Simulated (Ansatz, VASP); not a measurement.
# Two plane-wave programs on Al

```xyz
1
Lattice="-1.5912 1.6012 1.6012 1.5912 -1.5813 1.5813 1.5912 1.5813 -1.5813" Properties=species:S:1:pos:R:3 pbc="T T T"
Al    0.0000    0.0000    0.0000
```

Change from the starting cell: strain +0.0125 x Voigt [0, 0, 0, 1, 0, 0], atoms carried along.

Alike in both runs: task single point; functional r2SCAN; k mesh 20 × 20 × 20; occupations gaussian, width 0.15 eV; no spin polarisation.

|  | VASP | Ansatz |
| --- | --- | --- |
| version | VASP 6.6.1 | Ansatz 0.2.0 |
| potentials or method | VASP PAW PBE potentials, release 64 (Al), cutoff 520 eV | scalar-relativistic, plane waves, PAW |
| valence electrons in the cell | 3 | 3 |

Ansatz gave:

* gap on the k mesh at the Fermi level (eV): none
* pressure (GPa): 0.5
* traceless stress, the component that is largest in VASP (GPa): -0.43

Q: Estimate VASP's values.

A: gap on the k mesh at the Fermi level (eV): none; pressure (GPa): 0.2; traceless stress, the component that is largest in VASP (GPa): -0.43.

VASP's potentials were made for PBE, not for r2SCAN. A gap of «none» marks a metal or a gap that the smearing closes.
